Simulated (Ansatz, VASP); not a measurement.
TiPd: VASP beside Ansatz

```
Ti Pd
1.0
     3.24360    0.00000    0.00000
     0.00000    3.24360    0.00000
     0.00000    0.00000    3.18000
Ti Pd
1 1
Direct
  0.50000 0.50000 0.50000
  0.00000 0.00000 0.00000
```

Change from the starting cell: equal xx and yy strain of +2 %.

Alike in both runs: task single point; functional PBEsol; k mesh 13 × 13 × 13; occupations fermi-dirac, width 0.08 eV; no spin polarisation.

|  | VASP | Ansatz |
| --- | --- | --- |
| version | VASP 6.6.1 | Ansatz 0.2.0 |
| potentials or method | VASP PAW PBE potentials, release 64 (Ti_sv, Pd), cutoff 520 eV | all-electron LAPW, scalar-relativistic |

Ansatz gave:

```
pressure (GPa)                                                : -11.8
traceless stress, the component that is largest in VASP (GPa) : -0.36
```

Question: Estimate VASP's values.

Answer: Pressure (GPa): -11.9; traceless stress, the component that is largest in VASP (GPa): -0.36.

VASP's potentials were made for PBE, not for PBEsol. Ansatz ran all-electron here, and VASP with PAW potentials.
